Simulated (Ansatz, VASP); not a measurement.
**Two plane-wave programs on WS2**

```
W S
1.0
     3.22876    0.00000    0.00000
    -1.61438    2.79619    0.00000
     0.00000    0.00000    5.99365
W S
1 2
Cartesian
  0.0000 0.0000 0.0000
  0.0000 1.8641 1.5385
  1.6144 0.9321 4.4552
```

Alike in both runs: task single point; functional PBE; k mesh 6 × 6 × 4; occupations gaussian, width 0.05 eV; no spin polarisation.

|  | VASP | Ansatz |
| --- | --- | --- |
| version | VASP 6.6.1 | Ansatz 0.2.0 |
| potentials or method | VASP PAW PBE potentials, release 64 (W_sv, S) | plane waves |
| plane-wave cutoff (eV) | 500 | 420 |
| valence electrons in the cell | 26 | 26 |

VASP gave:

* pressure (GPa): 3.0
* traceless stress, the component that is largest in VASP (GPa): 2.15
* rms of the force components (eV/Å): 0.124

Problem. Which values does Ansatz return?

Solution. Pressure (GPa): 3.1; traceless stress, the component that is largest in VASP (GPa): 2.13; rms of the force components (eV/Å): 0.125.

Atom by atom the forces differ by 0.001 eV/Å (rms over components). With one functional, cell and mesh, what is left measures potentials, basis and numerics.

The k mesh is coarse, so the values compare programs but aren't converged. Neither program's run includes spin-orbit coupling.
